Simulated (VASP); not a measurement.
Here is a VASP 6.6.1 calculation.

INCAR

```
PREC = Accurate
ENCUT = 500
EDIFF = 1E-6
ISMEAR = -1
SIGMA = 0.1
LREAL = F
LASPH = T
NELM = 120
ALGO = Normal
ISIF = 2
LWAVE = F
LCHARG = T
GGA = PE
LELF = T
LVHAR = T
NBANDS = 17
GGA_COMPAT = F
```

Contents of KPOINTS:

```
Automatic mesh
0
Gamma
  7 7 7
```

File POSCAR:

```
Pt
1.0
    0.0000000000      2.8894935495      2.8894935495
    2.8894935495      0.0000000000      2.8894935495
    2.8894935495      2.8894935495      0.0000000000
Pt
2
Direct
    1.0000000000      1.0000000000      1.0000000000
    0.2500000000      0.2500000000      0.2500000000
```

Potentials or basis: VASP PAW PBE potentials, release 64 (Pt).

Launch:

```bash
$ cat potpaw_PBE.64/Pt/POTCAR > POTCAR
$ mpirun -np 1 vasp_std > vasp.out
```

(1) Predict the pressure.

(2) Estimate the band gap on the k mesh.

Results:

(1) -0.4 GPa.

(2) zero (bands 10 and 11 overlap by 0.55 eV).

Caveat: spin-orbit coupling is left out, which moves the levels of the heavy elements.
